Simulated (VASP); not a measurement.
HfO2, 3 atoms in the cell. It takes space group Fm-3m (No. 225, cubic). Conventional cell: a = 5.105 Å, b = 5.105 Å, c = 5.105 Å, α = 90.00°, β = 90.00°, γ = 90.00°. Within 2.9 Å of Hf (site symmetry m-3m) lie 8 O at 2.21 Å. Within 2.9 Å of O (site symmetry -43m) lie 4 Hf at 2.21 Å and 6 O at 2.55 Å. 

* Program: VASP 6.6.1
* Task: vibrations by perturbation theory
* Functional: PBE
* Potentials or basis: VASP PAW PBE potentials, release 64 (Hf_pv, O)
* Cutoff: 520 eV
* k mesh: 8 × 8 × 8
* Occupations: gaussian, width 0.01 eV
* Spin: no spin polarisation
* Dipole correction: no
* Further INCAR settings: ALGO = Normal; EDIFF = 1e-08; NBANDS = 18; IBRION = 8; NSW = 1

Potentials or basis: VASP PAW PBE potentials, release 64 (Hf_pv, O).

Run with:

```sh
$ cat potpaw_PBE.64/Hf_pv/POTCAR potpaw_PBE.64/O/POTCAR > POTCAR
$ mpirun -np 1 vasp_std > vasp.out
```

Hardware: 1 thread of AMD EPYC 7R13 Processor (Zen 3), with other jobs on the host.

How long does it take, and how much memory?

Wall time 6.2 min on 1 thread of AMD EPYC 7R13 Processor (Zen 3), on a shared host, peak memory 0.31 GiB. Counts: scf iterations 149, k points 29.
